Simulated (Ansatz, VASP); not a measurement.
## SiB2H5 in VASP and in Ansatz

```
CELL_PARAMETERS angstrom
0.00000 4.93510 0.00000
4.93510 0.00000 0.00000
2.46755 2.46755 -4.53643
ATOMIC_POSITIONS crystal
H 0.80410 0.30410 0.72240
H 0.30410 0.47350 0.72240
H 0.47350 0.97350 0.72240
H 0.97350 0.80410 0.72240
H 0.69590 0.52650 0.27760
H 0.19590 0.69590 0.27760
H 0.02650 0.19590 0.27760
H 0.52650 0.02650 0.27760
H 0.00000 0.00000 0.00000
H 0.50000 0.50000 0.00000
B 0.87500 0.37500 0.00000
B 0.37500 0.12500 0.00000
B 0.12500 0.62500 0.00000
B 0.62500 0.87500 0.00000
Si 0.25000 0.25000 0.50000
Si 0.75000 0.75000 0.50000
```

Alike in both runs: task single point; functional r2SCAN; k mesh 7 × 7 × 7; no spin polarisation.

|  | VASP | Ansatz |
| --- | --- | --- |
| version | VASP 6.6.1 | Ansatz 0.2.0 |
| potentials or method | VASP PAW PBE potentials, release 64 (H, B, Si), cutoff 520 eV | PAW plane waves |
| occupations | fermi-dirac, width 0.1 eV | fermi-dirac |
| valence electrons in the cell | 30 | 30 |

Ansatz gave:

| Item | Value |
| --- | --- |
| pressure (GPa) | -13.8 |
| traceless stress, the component that is largest in VASP (GPa) | 4.86 |
| rms of the force components (eV/Å) | 0.236 |

Which values does VASP return?

Pressure (GPa): -13.9; traceless stress, the component that is largest in VASP (GPa): 4.89; rms of the force components (eV/Å): 0.236.

VASP's potentials were made for PBE, not for r2SCAN. Atom by atom the forces differ by 0.000 eV/Å (rms over components).
